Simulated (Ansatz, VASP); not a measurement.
Si4C5: VASP beside Ansatz

INCAR

```
SYSTEM = Si4C5
PREC = Accurate
ENCUT = 520
EDIFF = 1E-7
ISMEAR = 0
SIGMA = 0.05
LREAL = .False.
LASPH = .True.
NELM = 150
ALGO = Normal
ISIF = 2
LWAVE = .False.
LCHARG = .False.
ISPIN = 2
MAGMOM = 0 0 0 0 2 0 0 0 0
LORBIT = 11
LDIPOL = .True.
IDIPOL = 3
DIPOL = 0.5 0.5 0.345
GGA = PE
NBANDS = 32
LUSENCCL = .False.
```

Contents of KPOINTS:

```
Automatic mesh
0
Gamma
  9 9 1
  0 0 0
```

The input POSCAR:

```
Si4C5
1.0
    3.0920147208      0.0000000000      0.0000000000
   -1.5460073604      2.6777632971      0.0000000000
    0.0000000000      0.0000000000     25.2337106667
C Si
5 4
Direct
    0.3333333333      0.6666666667      0.1585181051
    0.6666666667      0.3333333333      0.2590546646
    0.3333333333      0.6666666667      0.3607902149
    0.6666666667      0.3333333333      0.4623551549
    0.7777777778      0.2222222222      0.5272197515
    0.6666666667      0.3333333333      0.1834768895
    0.3333333333      0.6666666667      0.2840134490
    0.6666666667      0.3333333333      0.3842867907
    0.3333333333      0.6666666667      0.4848161584
```

Input for Ansatz:

```yaml
crystal:
  lattice:
    - [3.0920147208, 0.0, 0.0]
    - [-1.5460073604, 2.6777632971, 0.0]
    - [0.0, 0.0, 25.2337106667]
  atoms:
    - { symbol: C, position: [0.3333333333, 0.6666666667, 0.1585181051] }
    - { symbol: Si, position: [0.6666666667, 0.3333333333, 0.1834768895] }
    - { symbol: C, position: [0.6666666667, 0.3333333333, 0.2590546646] }
    - { symbol: Si, position: [0.3333333333, 0.6666666667, 0.284013449] }
    - { symbol: C, position: [0.3333333333, 0.6666666667, 0.3607902149] }
    - { symbol: Si, position: [0.6666666667, 0.3333333333, 0.3842867907] }
    - { symbol: C, position: [0.6666666667, 0.3333333333, 0.4623551549] }
    - { symbol: Si, position: [0.3333333333, 0.6666666667, 0.4848161584] }
    - { symbol: C, position: [0.7777777778, 0.2222222222, 0.5272197515], spin: 2.0 }
basis:
  ecutwfc: 420
kpoints:
  mp_grid: { grid: [9, 9, 1] }
hamiltonian:
  xc: pbe
  pseudopotentials: { kind: paw, azcp: { folder: soft_1 } }
scf:
  occupations: { method: gaussian, width: 0.05 }
output:
  forces: true
  eigenvalues: true
  populations: true
magnetization:
  spin_polarized: true
efield:
  axis: 3
  dipole_correction: true
  ramp_width: 0.04
```

Alike in both runs: task single point; functional PBE; k mesh 9 × 9 × 1; occupations gaussian, width 0.05 eV; collinear spin.

|  | VASP | Ansatz |
| --- | --- | --- |
| version | VASP 6.6.1 | Ansatz 0.2.0 |
| potentials or method | VASP PAW PBE potentials, release 64 (C, Si), cutoff 520 eV | scalar-relativistic, plane waves, PAW |
| valence electrons in the cell | 36 | 36 |

```csv
,VASP,Ansatz,Ansatz less VASP
gap on the k mesh at the Fermi level (eV),none,none,-
rms of the force components (eV/Å),1.164,1.164,0.0000
net moment per atom (μB),0.00,0.00,0.000
size of the moment on the site where the two differ most (μB),0.36,0.40,+0.040
```

Site moments also hang on the region over which each program counts them. A gap of «none» marks a metal or a gap that the smearing closes. The functional is the same, so the differences come from potentials, cutoffs and numerics. Ansatz's warnings: seeded moment not kept.
